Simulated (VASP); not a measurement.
# N2 in VASP: a series of runs

The runs below take N2 through single point, relaxation of the atoms, with r2SCAN.

All numbers are computed with VASP 6.6.1; they aren't measurements. Logs are shortened: lines on timing, memory, paths and dates and some standing lists are left out, and cuts for length are marked.

## 1. The cell of the first run

The cell holds a molecule in a box, 2 atoms: a = 9.000 Å, b = 9.500 Å, c = 10.000 Å, α = 90.00°, β = 90.00°, γ = 90.00°.

## 2. Single point, r2SCAN

POSCAR

```
N
1.0
    9.0000000000      0.0000000000      0.0000000000
    0.0000000000      9.5000000000      0.0000000000
    0.0000000000      0.0000000000     10.0000000000
N
2
Direct
    0.5000000000      0.5000000000      0.4453607750
    0.5000000000      0.5000000000      0.5546392250
```

INCAR.step1

```
SYSTEM = N
  PREC = Accurate
  ENCUT = 520
  ISMEAR = -1
  SIGMA = 0.05
  LREAL = .FALSE.
  LASPH = .TRUE.
  NELM = 60
  NBANDS = 12
  GGA = PE
  ALGO = Normal
  EDIFF = 1E-4
  LWAVE = .TRUE.
  LCHARG = .FALSE.
```

INCAR.step2

```
SYSTEM = N
  PREC = Accurate
  ENCUT = 520
  EDIFF = 1E-6
  ISMEAR = -1
  SIGMA = 0.05
  LREAL = .FALSE.
  LASPH = .TRUE.
  NELM = 60
  ALGO = Normal
  ISIF = 2
  LWAVE = .FALSE.
  LCHARG = .TRUE.
  METAGGA = R2SCAN
  LMIXTAU = .TRUE.
  LELF = .TRUE.
  LVHAR = .TRUE.
  NBANDS = 12
  ISTART = 1
```

KPOINTS

```
regular mesh
0
G
  1 1 1
  0 0 0
```

Potentials or basis: VASP PAW PBE potentials, release 64 (N).

On the command line:

```console
$ cat potpaw_PBE.64/N/POTCAR > POTCAR
$ cp INCAR.step1 INCAR
$ mpirun -np 1 vasp_gam > vasp.out
$ cp INCAR.step2 INCAR
$ mpirun -np 1 vasp_gam > vasp.out
```

OUTCAR:

```text
SYSTEM = N
   PREC = Accurate
   ENCUT = 520
   EDIFF = 1E-6
   ISMEAR = -1
   LREAL = .FALSE.
   LASPH = .TRUE.
   NELM = 60
   ISIF = 2
   METAGGA = R2SCAN
   ISTART = 1

 ion  position               nearest neighbor table
   1  0.500  0.500  0.445-   2 1.09
   2  0.500  0.500  0.555-   1 1.09

  LATTYP: Found a simple orthorhombic cell.
 ALAT       =     9.0000000000
 B/A-ratio  =     1.0555555556
 C/A-ratio  =     1.1111111111

  Lattice vectors:

 A1 = (   9.0000000000,   0.0000000000,   0.0000000000)
 A2 = (   0.0000000000,   9.5000000000,   0.0000000000)
 A3 = (   0.0000000000,   0.0000000000,  10.0000000000)

Analysis of symmetry for initial positions (statically):
=====================================================================
 Subroutine PRICEL returns:
 Original cell was already a primitive cell.

 Routine SETGRP: Setting up the symmetry group for a
 simple orthorhombic supercell.

 Subroutine GETGRP returns: Found  8 space group operations
 (whereof  8 operations were pure point group operations)
 out of a pool of  8 trial point group operations.

The static configuration has the point symmetry D_2h.

Analysis of symmetry for dynamics (positions and initial velocities):
=====================================================================
 Subroutine PRICEL returns:
 Original cell was already a primitive cell.

 Routine SETGRP: Setting up the symmetry group for a
 simple orthorhombic supercell.

 Subroutine GETGRP returns: Found  8 space group operations
 (whereof  8 operations were pure point group operations)
 out of a pool of  8 trial point group operations.

The dynamic configuration has the point symmetry D_2h.

 Subroutine INISYM returns: Found  8 space group operations
 (whereof  8 operations are pure point group operations),
 and found     1 'primitive' translations

----------------------------------------------------------------------------------------

                                     Primitive cell

  volume of cell :     855.0000

  direct lattice vectors                    reciprocal lattice vectors
     9.000000000  0.000000000  0.000000000     0.111111111  0.000000000  0.000000000
     0.000000000  9.500000000  0.000000000     0.000000000  0.105263158  0.000000000
     0.000000000  0.000000000 10.000000000     0.000000000  0.000000000  0.100000000

  length of vectors
     9.000000000  9.500000000 10.000000000     0.111111111  0.105263158  0.100000000

  position of ions in fractional coordinates (direct lattice)
     0.500000000  0.500000000  0.445360775
     0.500000000  0.500000000  0.554639225

  ion indices of the primitive-cell ions
   primitive index   ion index
                 1           1
                 2           2

----------------------------------------------------------------------------------------

 KPOINTS: regular mesh

Automatic generation of k-mesh.
 Grid dimensions read from file:
 generate k-points for:    1    1    1

 Generating k-lattice:

  Cartesian coordinates                     Fractional coordinates (reciprocal lattice)
     0.111111111  0.000000000  0.000000000     1.000000000  0.000000000  0.000000000
     0.000000000  0.105263158  0.000000000     0.000000000  1.000000000  0.000000000
     0.000000000  0.000000000  0.100000000     0.000000000  0.000000000  1.000000000

  Length of vectors
     0.111111111  0.105263158  0.100000000

  Shift w.r.t. Gamma in fractional coordinates (k-lattice)
     0.000000000  0.000000000  0.000000000

 Subroutine IBZKPT returns following result:
 ===========================================

 Found      1 irreducible k-points:

 Following reciprocal coordinates:
            Coordinates               Weight
  0.000000  0.000000  0.000000      1.000000
   k-points           NKPTS =      1   k-points in BZ     NKDIM =      1   number of bands    NBANDS=     12
   number of dos      NEDOS =    301   number of ions     NIONS =      2
   total plane-waves  NPLWV = 403200
   dimension x,y,z NGX =    70 NGY =   72 NGZ =   80
   dimension x,y,z NGXF=   140 NGYF=  144 NGZF=  160
   ions per type =               2
   NGX,Y,Z   is equivalent  to a cutoff of  12.93, 12.60, 13.30 a.u.
   NGXF,Y,Z  is equivalent  to a cutoff of  25.86, 25.20, 26.60 a.u.
 SYSTEM =  N
   PREC   = accura    normal or accurate (medium, high low for compatibility)
   ISTART =      1    job   : 0-new  1-cont  2-samecut
   ICHARG =      0    charge: 1-file 2-atom 10-const
   ISPIN  =      1    spin polarized calculation?
   LNONCOLLINEAR =      F non collinear calculations
   LSORBIT =      F    spin-orbit coupling
   LASPH  =      T    aspherical Exc in radial PAW
   ENCUT  =  520.0 eV  38.22 Ry    6.18 a.u.  16.73 17.66 18.59*2*pi/ulx,y,z
   NELM   =     60;   NELMIN=  2; NELMDL=  0     # of ELM steps
   EDIFF  = 0.1E-05   stopping-criterion for ELM
   LREAL  =      F    real-space projection
   EDIFFG = 0.1E-04   stopping-criterion for IOM
   NSW    =      0    number of steps for IOM
   IBRION =     -1    ionic relax: 0-MD 1-quasi-New 2-CG
   NFREE  =      0    steps in history (QN), initial steepest desc. (CG)
   ISIF   =      2    stress and relaxation
   ISYM   =      2    0-nonsym 1-usesym 2-fastsym
   POTIM  = 0.5000    time-step for ionic-motion
   TEBEG  =    0.0;   TEEND  =   0.0 temperature during run
   PSTRESS=    0.0 pullay stress
   NELECT =      10.0000    total number of electrons
   NUPDOWN=      -1.0000    fix difference up-down
   EMIN   =  10.00;   EMAX   =-10.00  energy-range for DOS
   EFERMI =   0.00;   METHOD = LEGACY
   ISMEAR =    -1;   SIGMA  =   0.05  broadening in eV -4-tet -1-fermi 0-gaus
   EFERMI_NEDOS =   21; number of points for ismear=-14 and -15
   IALGO  =     38    algorithm
   IMIX   =      4    mixing-type and parameters
     AMIX     =   0.40;   BMIX     =  1.00
     AMIX_MAG =   1.60;   BMIX_MAG =  1.00
  volume/ion in A,a.u.               =     427.50      2884.91
  Fermi-wavevector in a.u.,A,eV,Ry     =   0.371609  0.702239  1.878872  0.138093
  Thomas-Fermi vector in A             =   1.299861
   LORBIT       =      0    0 simple, 1 ext, 2 COOP (PROOUT), +10 PAW based schemes
   METAGGA = R2SCAN    functional components
   LHFCALC =     F    Hartree Fock is set to
   AEXX    =    0.0000 exact exchange contribution
   IVDW    =     0    specifies the selected vdW correction
   LEPSILON=     F    determine dielectric tensor
   LRPA    =     F    only Hartree local field effects (RPA)
 non-spin polarized calculation
  energy-cutoff  :      520.00
  volume of cell :      855.00
 maximum number of plane-waves:     11510
 NGX is ok and might be reduce to    70
   NGX = 33   NGY = 35   NGZ = 37

 number of electron      10.0000001 magnetization

 number of electron       9.9999999 magnetization

 Free energy of the ion-electron system (eV)
  ---------------------------------------------------
  ext. energy  EPLUGINS =         0.00000000
  ---------------------------------------------------
  free energy    TOTEN  =       -18.19900974 eV

  energy without entropy =      -18.19900974  energy(sigma->0) =      -18.19900974

 E-fermi :  -9.2370     XC(G=0):  -0.4514

 val. band max:      -10.5245257256   @ k =   0.0000   0.0000   0.0000
 cond. band min:      -1.4346142082   @ k =   0.0000   0.0000   0.0000
 fundamental gap:      9.0899115174
 Fermi energy:        -9.2369922022

 k-point     1 :       0.0000    0.0000    0.0000
  band No.  band energies     occupation
      1     -29.7370      2.00000
      2     -14.0125      2.00000
      3     -11.9039      2.00000
      4     -11.9039      2.00000
      5     -10.5245      2.00000
      6      -1.4346      0.00000
      7      -1.4343      0.00000
      8       0.1306      0.00000
      9       1.5552      0.00000
     10       1.6373      0.00000
     11       1.7025      0.00000
     12       1.7851      0.00000

------------------------ aborting loop because EDIFF is reached ----------------------------------------

  FORCE on cell =-STRESS in cart. coord.  units (eV):
  Direction    XX          YY          ZZ          XY          YZ          ZX
  --------------------------------------------------------------------------------------
  -------------------------------------------------------------------------------------
  Total       -0.0777092     -0.0746390      2.4683360      0.0000000      0.0000000      0.0000000
  in kB       -0.1456186     -0.1398653      4.6253941      0.0000000      0.0000000      0.0000000
  external PRESSURE =       1.4466367 kB  Pullay stress =       0.0000000 kB

 VOLUME and BASIS-vectors are now :
 -----------------------------------------------------------------------------
  energy-cutoff  :      520.00
  volume of cell :      855.00
      direct lattice vectors                 reciprocal lattice vectors
     9.000000000  0.000000000  0.000000000     0.111111111  0.000000000  0.000000000
     0.000000000  9.500000000  0.000000000     0.000000000  0.105263158  0.000000000
     0.000000000  0.000000000 10.000000000     0.000000000  0.000000000  0.100000000

 POSITION                                       TOTAL-FORCE (eV/Angst)
 -----------------------------------------------------------------------------------
      4.50000      4.75000      4.45361         0.000000      0.000000     -2.358283
      4.50000      4.75000      5.54639         0.000000      0.000000      2.358283
 -----------------------------------------------------------------------------------
    total drift:                                0.000000      0.000000      0.000000

  FREE ENERGIE OF THE ION-ELECTRON SYSTEM (eV)
  ---------------------------------------------------
  free  energy   TOTEN  =       -18.1990097435 eV

  energy  without entropy=      -18.1990097435  energy(sigma->0) =      -18.19900974
```

Run time: 2.6 min. Hardware: 1 thread of Intel Xeon 6975P-C (Granite Rapids), shared host; peak memory 0.86 GiB.

What came out:

* Free energy: -18.1990 eV
* Largest force: 2.358 eV/Å
* Gap between the frontier levels: 9.09 eV

Forces in eV/Å, atoms in the order of the input:
```
N    0.000  0.000 -2.358
N    0.000  0.000  2.358
```

Caveat: the standard files for N, O and F lose accuracy on very short bonds; the PAW data sets were made with another functional, which shifts forces and pressure a little.

## 3. Relaxation of the atoms, r2SCAN

POSCAR

```
N
1.0
    9.0000000000      0.0000000000      0.0000000000
    0.0000000000      9.5000000000      0.0000000000
    0.0000000000      0.0000000000     10.0000000000
N
2
Direct
    0.5000000000      0.5000000000      0.4445000000
    0.5000000000      0.5000000000      0.5555000000
```

INCAR.step1

```
PREC = Accurate ; ENCUT = 520
ISMEAR = -1 ; SIGMA = 0.05
LREAL = F ; LASPH = T
NELM = 60 ; GGA = PE
ALGO = Normal ; EDIFF = 1E-4
LWAVE = T ; LCHARG = F
```

INCAR.step2

```
PREC = Accurate ; ENCUT = 520
EDIFF = 1E-6 ; ISMEAR = -1
SIGMA = 0.05 ; LREAL = F
LASPH = T ; NELM = 60
ALGO = Normal ; ISIF = 2
LWAVE = F ; LCHARG = F
METAGGA = R2SCAN ; LMIXTAU = T
IBRION = 2 ; NSW = 80
EDIFFG = -0.01 ; ISTART = 1
```

KPOINTS

```
regular mesh
0
Gamma
  1 1 1
```

Potentials or basis: VASP PAW PBE potentials, release 64 (N).

On the command line:

```console
$ cat potpaw_PBE.64/N/POTCAR > POTCAR
$ cp INCAR.step1 INCAR
$ mpirun -np 1 vasp_gam > vasp.out
$ cp INCAR.step2 INCAR
$ mpirun -np 1 vasp_gam > vasp.out
```

OUTCAR:

```text
PREC = Accurate
   ENCUT = 520
   EDIFF = 1E-6
   ISMEAR = -1
   LREAL = F
   LASPH = T
   NELM = 60
   ISIF = 2
   METAGGA = R2SCAN
   IBRION = 2
   NSW = 80
   EDIFFG = -0.01
   ISTART = 1

 ion  position               nearest neighbor table
   1  0.500  0.500  0.444-   2 1.11
   2  0.500  0.500  0.556-   1 1.11

  LATTYP: Found a simple orthorhombic cell.
 ALAT       =     9.0000000000
 B/A-ratio  =     1.0555555556
 C/A-ratio  =     1.1111111111

  Lattice vectors:

 A1 = (   9.0000000000,   0.0000000000,   0.0000000000)
 A2 = (   0.0000000000,   9.5000000000,   0.0000000000)
 A3 = (   0.0000000000,   0.0000000000,  10.0000000000)

Analysis of symmetry for initial positions (statically):
=====================================================================
 Subroutine PRICEL returns:
 Original cell was already a primitive cell.

 Routine SETGRP: Setting up the symmetry group for a
 simple orthorhombic supercell.

 Subroutine GETGRP returns: Found  8 space group operations
 (whereof  8 operations were pure point group operations)
 out of a pool of  8 trial point group operations.

The static configuration has the point symmetry D_2h.

Analysis of symmetry for dynamics (positions and initial velocities):
=====================================================================
 Subroutine PRICEL returns:
 Original cell was already a primitive cell.

 Routine SETGRP: Setting up the symmetry group for a
 simple orthorhombic supercell.

 Subroutine GETGRP returns: Found  8 space group operations
 (whereof  8 operations were pure point group operations)
 out of a pool of  8 trial point group operations.

The dynamic configuration has the point symmetry D_2h.

 Subroutine INISYM returns: Found  8 space group operations
 (whereof  8 operations are pure point group operations),
[... 79 lines left out ...]
   ISYM   =      2    0-nonsym 1-usesym 2-fastsym
   POTIM  = 0.5000    time-step for ionic-motion
   TEBEG  =    0.0;   TEEND  =   0.0 temperature during run
   PSTRESS=    0.0 pullay stress
   NELECT =      10.0000    total number of electrons
   NUPDOWN=      -1.0000    fix difference up-down
   EMIN   =  10.00;   EMAX   =-10.00  energy-range for DOS
   EFERMI =   0.00;   METHOD = LEGACY
   ISMEAR =    -1;   SIGMA  =   0.05  broadening in eV -4-tet -1-fermi 0-gaus
   EFERMI_NEDOS =   21; number of points for ismear=-14 and -15
   IALGO  =     38    algorithm
   IMIX   =      4    mixing-type and parameters
     AMIX     =   0.40;   BMIX     =  1.00
     AMIX_MAG =   1.60;   BMIX_MAG =  1.00
  volume/ion in A,a.u.               =     427.50      2884.91
  Fermi-wavevector in a.u.,A,eV,Ry     =   0.371609  0.702239  1.878872  0.138093
  Thomas-Fermi vector in A             =   1.299861
   LORBIT       =      0    0 simple, 1 ext, 2 COOP (PROOUT), +10 PAW based schemes
   METAGGA = R2SCAN    functional components
   LHFCALC =     F    Hartree Fock is set to
   AEXX    =    0.0000 exact exchange contribution
   IVDW    =     0    specifies the selected vdW correction
   LEPSILON=     F    determine dielectric tensor
   LRPA    =     F    only Hartree local field effects (RPA)
 conjugate gradient relaxation of ions
 non-spin polarized calculation
  energy-cutoff  :      520.00
  volume of cell :      855.00
 maximum number of plane-waves:     11510
 NGX is ok and might be reduce to    70
   NGX = 33   NGY = 35   NGZ = 37

--------------------------------------- Ionic step        1  -------------------------------------------

 number of electron       9.9999999 magnetization

 number of electron      10.0000001 magnetization

 Free energy of the ion-electron system (eV)
  ---------------------------------------------------
  ext. energy  EPLUGINS =         0.00000000
  ---------------------------------------------------
  free energy    TOTEN  =       -18.21443374 eV

  energy without entropy =      -18.21443374  energy(sigma->0) =      -18.21443374

------------------------ aborting loop because EDIFF is reached ----------------------------------------

  FORCE on cell =-STRESS in cart. coord.  units (eV):
  Direction    XX          YY          ZZ          XY          YZ          ZX
  --------------------------------------------------------------------------------------
  -------------------------------------------------------------------------------------
  Total       -0.0715919     -0.0684564     -0.6673566      0.0000000      0.0000000      0.0000000
  in kB       -0.1341555     -0.1282798     -1.2505539      0.0000000      0.0000000      0.0000000
  external PRESSURE =      -0.5043297 kB  Pullay stress =       0.0000000 kB
[... 59 lines left out ...]
--------------------------------------- Ionic step        3  -------------------------------------------

 number of electron      10.0000001 magnetization

 Free energy of the ion-electron system (eV)
  ---------------------------------------------------
  ext. energy  EPLUGINS =         0.00000000
  ---------------------------------------------------
  free energy    TOTEN  =       -18.21535955 eV

  energy without entropy =      -18.21535955  energy(sigma->0) =      -18.21535955

 E-fermi :  -9.2880     XC(G=0):  -0.4273

 val. band max:      -10.5082761219   @ k =   0.0000   0.0000   0.0000
 cond. band min:      -1.6019971181   @ k =   0.0000   0.0000   0.0000
 fundamental gap:      8.9062790038
 Fermi energy:        -9.2879519682

 k-point     1 :       0.0000    0.0000    0.0000
  band No.  band energies     occupation
      1     -29.4997      2.00000
      2     -14.1129      2.00000
      3     -11.7774      2.00000
      4     -11.7774      2.00000
      5     -10.5083      2.00000
      6      -1.6020      0.00000
      7      -1.6017      0.00000
      8       0.1571      0.00000
      9       1.5792      0.00000
[... 27 lines left out ...]
  FREE ENERGIE OF THE ION-ELECTRON SYSTEM (eV)
  ---------------------------------------------------
  free  energy   TOTEN  =       -18.2153595492 eV

  energy  without entropy=      -18.2153595491  energy(sigma->0) =      -18.21535955

 reached required accuracy - stopping structural energy minimisation
```

OSZICAR.step1:

```text
N       E                     dE             d eps       ncg     rms          rms(c)
DAV:   1     0.113766087261E+03    0.11377E+03   -0.22158E+03    18   0.587E+02
DAV:   2     0.247528430623E+02   -0.89013E+02   -0.88686E+02    35   0.925E+01
DAV:   3    -0.145407517705E+02   -0.39294E+02   -0.39231E+02    19   0.103E+02
DAV:   4    -0.174819964870E+02   -0.29412E+01   -0.29412E+01    26   0.411E+01
DAV:   5    -0.174867635779E+02   -0.47671E-02   -0.47642E-02    20   0.138E+00    0.787E+00
DAV:   6    -0.168139694136E+02    0.67279E+00   -0.95652E-01    20   0.817E+00    0.448E+00
DAV:   7    -0.166538217676E+02    0.16015E+00   -0.73838E-01    26   0.693E+00    0.115E+00
DAV:   8    -0.166470820085E+02    0.67398E-02   -0.58799E-02    18   0.212E+00    0.200E-01
DAV:   9    -0.166470060367E+02    0.75972E-04   -0.24769E-03    20   0.460E-01    0.960E-02
DAV:  10    -0.166482183226E+02   -0.12123E-02   -0.16979E-04    20   0.105E-01    0.453E-02
DAV:  11    -0.166491644996E+02   -0.94618E-03   -0.35543E-04    19   0.122E-01    0.276E-02
DAV:  12    -0.166505035504E+02   -0.13391E-02   -0.15802E-04    18   0.791E-02    0.366E-02
DAV:  13    -0.166506434369E+02   -0.13989E-03   -0.20719E-05    18   0.250E-02    0.131E-02
DAV:  14    -0.166509688286E+02   -0.32539E-03   -0.27729E-05    18   0.298E-02    0.583E-03
DAV:  15    -0.166510155698E+02   -0.46741E-04   -0.18790E-06    18   0.979E-03
   1 F= -.16651016E+02 E0= -.16651016E+02  d E =-.834300E-10
```

It took 5.3 min on 1 thread of Intel Xeon 6975P-C (Granite Rapids), shared host; peak memory 0.92 GiB.

What came out:

```
Free energy                     : -18.2154 eV
Energy gained by relaxing       : 0.5 meV/atom
Ionic steps                     : 3
Largest force after relaxing    : 0.009 eV/Å
Gap between the frontier levels : 8.91 eV
```

Forces in eV/Å, atoms in the order of the input:
```
N    0.000  0.000 -0.009
N    0.000  0.000  0.009
```

Step by step:
```tsv
step	energy change (eV)	largest force (eV/Å)	pressure (GPa)
1	0.0000	0.5209	-0.05
2	0.1990	9.0151	0.57
3	-0.0009	0.0092	-0.02
```

Final structure:
```xyz
2
Lattice="9.0000 0.0000 0.0000 0.0000 9.5000 0.0000 0.0000 0.0000 10.0000" Properties=species:S:1:pos:R:3 pbc="T T T"
N     4.5000    4.7500    4.4467
N     4.5000    4.7500    5.5533
```

Caveat: the standard files for N, O and F lose accuracy on very short bonds; the PAW data sets were made with another functional, which shifts forces and pressure a little.
